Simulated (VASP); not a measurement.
Sb:

```xyz
2
Lattice="2.1964 1.2681 3.8317 -2.1964 1.2681 3.8317 0.0000 -2.5362 3.8317" Properties=species:S:1:pos:R:3 pbc="T T T"
Sb    0.0000    0.0000    8.8111
Sb    0.0000    0.0000    2.6840
```

Base run:

- Program: VASP 6.6.1
- Functional: r2SCAN
- Potentials or basis: VASP PAW PBE potentials, release 64 (Sb)
- Cutoff: 520 eV
- k mesh: 8 × 8 × 8
- Occupations: fermi-dirac, width 0.05 eV
- Spin: no spin polarisation

Its results: band gap on the k mesh zero (band 5 reaches 6.61 eV, above the bottom of band 6 at 6.43 eV); pressure -1.5 GPa; largest force 0.260 eV/Å.

Task: The run is repeated on the same cell with these changes: functional from r2SCAN to LDA; potentials or basis from VASP PAW PBE potentials, release 64 (Sb) to VASP PAW LDA potentials, release 64 (Sb). What comes out?

Result: Band gap on the k mesh zero (band 5 reaches 6.43 eV, above the bottom of band 6 at 6.15 eV); pressure -3.8 GPa; largest force 0.207 eV/Å.

Caveats: spin-orbit coupling is left out, which moves the levels of the heavy elements; the PAW data sets were made with another functional, which shifts forces and pressure a little (some runs).
